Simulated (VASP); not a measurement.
A run of VASP 6.6.1 is set up as follows.

Contents of INCAR:

```
SYSTEM = SrHf7O15
  PREC = Accurate
  ENCUT = 600
  EDIFF = 1E-6
  ISMEAR = 0
  SIGMA = 0.1
  LREAL = .FALSE.
  LASPH = .TRUE.
  NELM = 120
  ALGO = Normal
  ISIF = 2
  LWAVE = .FALSE.
  LCHARG = .FALSE.
  NBANDS = 102
  GGA_COMPAT = .FALSE.
```

KPOINTS

```
Automatic mesh
0
G
  2 4 4
  0 0 0
```

File POSCAR:

```
SrHf7O15
1.0
    7.0058928697      7.1680861545      0.0707682540
   -3.5075939898      3.5886906322     -0.0064806359
    0.0304268644      0.0210067499      5.1811245672
Sr Hf O
1 7 15
Direct
    0.0279709145      0.4664483739      0.5241050868
    0.5160963622      0.5048643223      0.4643315901
    0.2794388639     -0.0251155992      0.5336292267
    0.7688634689     -0.0474414093      0.5294571968
   -0.0090216172     -0.0183513036      0.0311628748
    0.5185543643     -0.0281106595     -0.0385374676
    0.2608433085      0.5312072950      0.0244918402
    0.7703017141      0.4960331154      0.0297736377
    0.5876501242      0.1619659447      0.6233482850
    0.3940936024      0.7056548834      0.7374556598
    0.8849875419      0.7370594337      0.7857792388
    0.1486316459      0.8172747686      0.8002551725
    0.6402653373      0.6827733593      0.7482040927
    0.3477603170      0.1991891284      0.8609260485
    0.8530470565      0.2169585917      0.7843204607
    0.1329325461      0.8612821709      0.3001255160
    0.6379539127      0.7712118746      0.2526681049
    0.3098152311      0.3441478688      0.3785736904
    0.8544116750      0.2148141235      0.2770829694
    0.0894651082      0.3407456466      0.0165314591
    0.5863712948      0.3026741046      0.1332685522
    0.3912018219      0.7917698080      0.2373868123
    0.8833654058      0.7229441580      0.2684520723
```

Potentials or basis: VASP PAW LDA potentials, release 64 (Sr_sv, Hf_pv, O).

Command:

```console
$ cat potpaw_LDA.64/Sr_sv/POTCAR potpaw_LDA.64/Hf_pv/POTCAR potpaw_LDA.64/O/POTCAR > POTCAR
$ mpirun -np 1 vasp_std > vasp.out
```

What does it give for the band gap on the k mesh?

3.75 eV.

Estimate the pressure.

-2.3 GPa.

Stress tensor (GPa, compression positive):
```
-2.34  0.00  0.04
 0.00 -2.23  0.05
 0.04  0.05 -2.30
```

Caveat: spin-orbit coupling is left out, which moves the levels of the heavy elements. A k mesh can miss the band edges.
